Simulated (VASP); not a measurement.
# BeSe (scan) (F-43m) in VASP: notebook

BeSe (scan) is run at these levels: r2SCAN; tasks: single point, relaxation of cell and atoms.

Everything below comes from runs of VASP 6.6.1. Logs are shortened: lines on timing, memory, paths and dates and some standing lists are left out, and cuts for length are marked.

**1. The cell of the first run**

It takes space group F-43m (No. 216, cubic). Conventional cell: a = 5.168 Å, b = 5.168 Å, c = 5.168 Å, α = 90.00°, β = 90.00°, γ = 90.00°. Within 3.0 Å of Be (site symmetry -43m) lie 4 Se at 2.24 Å. Se (site symmetry -43m) has 4 Be at 2.24 Å within 3.0 Å.

**2. Single point, r2SCAN**

Contents of POSCAR:

```
BeSe
1.0
    0.0000000000      2.5839687400      2.5839687400
    2.5839687400      0.0000000000      2.5839687400
    2.5839687400      2.5839687400      0.0000000000
Be Se
1 1
Direct
    0.0000000000      0.0000000000      0.0000000000
    0.2500000000      0.2500000000      0.2500000000
```

Contents of INCAR.step1:

```
  PREC = Accurate
  ENCUT = 660
  ISMEAR = 0
  SIGMA = 0.1
  LREAL = False
  LASPH = True
  NELM = 120
  NBANDS = 11
  GGA = PE
  ALGO = Normal
  EDIFF = 1E-5
  LWAVE = True
  LCHARG = False
  GGA_COMPAT = False
```

Contents of INCAR.step2:

```
  PREC = Accurate
  ENCUT = 660
  EDIFF = 1E-6
  ISMEAR = 0
  SIGMA = 0.1
  LREAL = False
  LASPH = True
  NELM = 120
  ALGO = Normal
  ISIF = 2
  LWAVE = False
  LCHARG = False
  METAGGA = R2SCAN
  LMIXTAU = True
  NBANDS = 11
  ISTART = 1
  GGA_COMPAT = False
```

Contents of KPOINTS:

```
Automatic mesh
0
Gamma
  6 6 6
```

Potentials or basis: VASP PAW PBE potentials, release 64 (Be, Se).

The run is started by

```
cat potpaw_PBE.64/Be/POTCAR potpaw_PBE.64/Se/POTCAR > POTCAR
cp INCAR.step1 INCAR
mpirun -np 1 vasp_std > vasp.out
cp INCAR.step2 INCAR
mpirun -np 1 vasp_std > vasp.out
```

OUTCAR:

```text
PREC = Accurate
   ENCUT = 660
   EDIFF = 1E-6
   ISMEAR = 0
   LREAL = False
   LASPH = True
   NELM = 120
   ISIF = 2
   METAGGA = R2SCAN
   ISTART = 1

 ion  position               nearest neighbor table
   1  0.000  0.000  0.000-   2 2.24   2 2.24   2 2.24   2 2.24
   2  0.250  0.250  0.250-   1 2.24   1 2.24   1 2.24   1 2.24

  LATTYP: Found a face centered cubic cell.
 ALAT       =     5.1679374800

  Lattice vectors:

 A1 = (   0.0000000000,   2.5839687400,   2.5839687400)
 A2 = (   2.5839687400,   0.0000000000,   2.5839687400)
 A3 = (   2.5839687400,   2.5839687400,   0.0000000000)

Analysis of symmetry for initial positions (statically):
=====================================================================
 Subroutine PRICEL returns:
 Original cell was already a primitive cell.

 Routine SETGRP: Setting up the symmetry group for a
 face centered cubic supercell.

 Subroutine GETGRP returns: Found 24 space group operations
 (whereof 24 operations were pure point group operations)
 out of a pool of 48 trial point group operations.

The static configuration has the point symmetry T_d .

Analysis of symmetry for dynamics (positions and initial velocities):
=====================================================================
 Subroutine PRICEL returns:
 Original cell was already a primitive cell.

 Routine SETGRP: Setting up the symmetry group for a
 face centered cubic supercell.

 Subroutine GETGRP returns: Found 24 space group operations
 (whereof 24 operations were pure point group operations)
 out of a pool of 48 trial point group operations.

The dynamic configuration has the point symmetry T_d .

 Subroutine INISYM returns: Found 24 space group operations
 (whereof 24 operations are pure point group operations),
 and found     1 'primitive' translations

----------------------------------------------------------------------------------------

                                     Primitive cell

  volume of cell :      34.5058

  direct lattice vectors                    reciprocal lattice vectors
     0.000000000  2.583968740  2.583968740    -0.193500793  0.193500793  0.193500793
     2.583968740  0.000000000  2.583968740     0.193500793 -0.193500793  0.193500793
     2.583968740  2.583968740  0.000000000     0.193500793  0.193500793 -0.193500793

  length of vectors
     3.654283637  3.654283637  3.654283637     0.335153205  0.335153205  0.335153205

  position of ions in fractional coordinates (direct lattice)
     0.000000000  0.000000000  0.000000000
     0.250000000  0.250000000  0.250000000

[... 77 lines left out ...]
   PSTRESS=    0.0 pullay stress
   NELECT =       8.0000    total number of electrons
   NUPDOWN=      -1.0000    fix difference up-down
   EMIN   =  10.00;   EMAX   =-10.00  energy-range for DOS
   EFERMI =   0.00;   METHOD = LEGACY
   ISMEAR =     0;   SIGMA  =   0.10  broadening in eV -4-tet -1-fermi 0-gaus
   EFERMI_NEDOS =   21; number of points for ismear=-14 and -15
   IALGO  =     38    algorithm
   IMIX   =      4    mixing-type and parameters
     AMIX     =   0.40;   BMIX     =  1.00
     AMIX_MAG =   1.60;   BMIX_MAG =  1.00
  volume/ion in A,a.u.               =      17.25       116.43
  Fermi-wavevector in a.u.,A,eV,Ry     =   1.005713  1.900523 13.761741  1.011459
  Thomas-Fermi vector in A             =   2.138410
   LORBIT       =      0    0 simple, 1 ext, 2 COOP (PROOUT), +10 PAW based schemes
   METAGGA = R2SCAN    functional components
   LHFCALC =     F    Hartree Fock is set to
   AEXX    =    0.0000 exact exchange contribution
   IVDW    =     0    specifies the selected vdW correction
   LEPSILON=     F    determine dielectric tensor
   LRPA    =     F    only Hartree local field effects (RPA)
 non-spin polarized calculation
 Gauss-broadening in eV      SIGMA  =   0.10
  energy-cutoff  :      660.00
  volume of cell :       34.51
 maximum number of plane-waves:      1363
 NGX is ok and might be reduce to    32
   NGX = 15   NGY = 15   NGZ = 15

 number of electron       8.0000000 magnetization

 Free energy of the ion-electron system (eV)
  ---------------------------------------------------
  ext. energy  EPLUGINS =         0.00000000
  ---------------------------------------------------
  free energy    TOTEN  =       -20.52673678 eV

  energy without entropy =      -20.52673678  energy(sigma->0) =      -20.52673678

 E-fermi :   3.4188     XC(G=0):  -9.7940

 val. band max:        2.9834973398   @ k =   0.0000   0.0000   0.0000
 cond. band min:       6.1133823596   @ k =   0.5000   0.5000   0.0000
 fundamental gap:      3.1298850198
 Fermi energy:         3.4188457498

 k-point     1 :       0.0000    0.0000    0.0000
  band No.  band energies     occupation
      1     -11.2557      2.00000
      2       2.9835      2.00000
      3       2.9835      2.00000
      4       2.9835      2.00000
      5       7.9989      0.00000
      6       8.5774      0.00000
      7       8.5774      0.00000
      8       8.5774      0.00000
      9      15.8860      0.00000
     10      16.0895      0.00000
     11      16.0895      0.00000
[... 197 lines left out ...]
 k-point    16 :      -0.3333    0.5000    0.1667
  band No.  band energies     occupation
      1      -9.3728      2.00000
      2      -1.7795      2.00000
      3      -0.4583      2.00000
      4      -0.1600      2.00000
      5       8.1091      0.00000
      6       9.4574      0.00000
      7      12.6622      0.00000
      8      13.3128      0.00000
      9      17.3970      0.00000
     10      17.4673      0.00000
     11      19.8586      0.00000

------------------------ aborting loop because EDIFF is reached ----------------------------------------

  FORCE on cell =-STRESS in cart. coord.  units (eV):
  Direction    XX          YY          ZZ          XY          YZ          ZX
  --------------------------------------------------------------------------------------
  -------------------------------------------------------------------------------------
  Total        0.0049777      0.0049777      0.0049777     -0.0000000      0.0000000     -0.0000000
  in kB        0.2311238      0.2311238      0.2311238     -0.0000000      0.0000000     -0.0000000
  external PRESSURE =       0.2311238 kB  Pullay stress =       0.0000000 kB

 VOLUME and BASIS-vectors are now :
 -----------------------------------------------------------------------------
  energy-cutoff  :      660.00
  volume of cell :       34.51
      direct lattice vectors                 reciprocal lattice vectors
     0.000000000  2.583968740  2.583968740    -0.193500793  0.193500793  0.193500793
     2.583968740  0.000000000  2.583968740     0.193500793 -0.193500793  0.193500793
     2.583968740  2.583968740  0.000000000     0.193500793  0.193500793 -0.193500793

 POSITION                                       TOTAL-FORCE (eV/Angst)
 -----------------------------------------------------------------------------------
      0.00000      0.00000      0.00000         0.000000      0.000000      0.000000
      1.29198      1.29198      1.29198        -0.000000     -0.000000     -0.000000
 -----------------------------------------------------------------------------------
    total drift:                                0.000000      0.000000      0.000000

  FREE ENERGIE OF THE ION-ELECTRON SYSTEM (eV)
  ---------------------------------------------------
  free  energy   TOTEN  =       -20.5267367798 eV

  energy  without entropy=      -20.5267367798  energy(sigma->0) =      -20.52673678
```

OUTCAR.step1:

```text
PREC = Accurate
   ENCUT = 660
   ISMEAR = 0
   LREAL = False
   LASPH = True
[... 435 lines left out ...]
      0.00000      0.00000      0.00000         0.000000      0.000000      0.000000
      1.29198      1.29198      1.29198        -0.000000     -0.000000     -0.000000
 -----------------------------------------------------------------------------------
    total drift:                                0.000000      0.000000      0.000000

  FREE ENERGIE OF THE ION-ELECTRON SYSTEM (eV)
  ---------------------------------------------------
  free  energy   TOTEN  =        -8.8549312161 eV

  energy  without entropy=       -8.8549312161  energy(sigma->0) =       -8.85493122
```

Wall time 38 s (1 thread of Intel Xeon 8259CL, shared host); peak memory 0.18 GiB.

Results:

- Free energy: -20.5267 eV
- Pressure: 0.0 GPa
- Band gap on the k mesh: 3.13 eV, indirect (least direct gap 5.02 eV)

Levels at points of the mesh, in eV from the valence-band top:
| k point | band 1 | band 2 | band 3 | band 4 | band 5 | band 6 | band 7 | band 8 | band 9 |
| --- | --- | --- | --- | --- | --- | --- | --- | --- | --- |
| (0.00, 0.00, 0.00) | -14.24 | 0.00 | 0.00 | 0.00 | 5.02 | 5.59 | 5.59 | 5.59 | 12.90 |
| (0.50, 0.00, 0.00) | -12.86 | -5.77 | -1.07 | -1.07 | 4.90 | 6.55 | 6.55 | 10.76 | 14.42 |
| (0.50, 0.50, 0.00) | -12.38 | -5.16 | -2.67 | -2.67 | 3.13 | 4.68 | 12.64 | 12.64 | 15.57 |

Caveat: the PAW data sets were made with another functional, which shifts forces and pressure a little.

(Part 1 of 2 ends here.)
